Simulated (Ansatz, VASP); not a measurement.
# Ga2SnSe4 in VASP and in Ansatz

```
Ga Sn Se
1.0
    -3.83175    3.83175    3.14827
     3.83175   -3.83175    3.14827
     3.83175    3.83175   -3.14827
Ga Sn Se
2 1 4
Direct
  0.00000 0.50000 0.50000
  0.50000 0.00000 0.50000
  0.00000 0.00000 0.00000
  0.07657 0.92343 0.50000
  0.42343 0.57657 0.50000
  0.92343 0.42343 0.84687
  0.57657 0.07657 0.15313
```

Alike in both runs: functional PBE; k mesh 6 × 6 × 6; no spin polarisation.

Ansatz relaxed the structure, and its values are those at the end. VASP's run is a single point on that final structure, the one shown.

|  | VASP | Ansatz |
| --- | --- | --- |
| version | VASP 6.6.1 | Ansatz 0.2.0 |
| potentials or method | VASP PAW PBE potentials, release 64 (Ga_d, Sn_d, Se), cutoff 520 eV | scalar-relativistic, plane waves, PAW |
| occupations | gaussian, width 0.01 eV | fixed |
| valence electrons in the cell | 64 | 104 |

|  | VASP | Ansatz | Ansatz less VASP |
| --- | --- | --- | --- |
| gap on the k mesh at the Fermi level (eV) | 1.34 | 1.34 | 0.000 |
| least direct gap on the mesh (eV) | 1.43 | 1.43 | 0.000 |
| pressure (GPa) | 0.1 | 0.0 | -0.10 |
| rms of the force components (eV/Å) | 0.011 | 0.000 | -0.0108 |

VASP's potentials hold 64 valence electrons a cell and Ansatz's 104, so a difference there can come from the potentials and not from the codes.
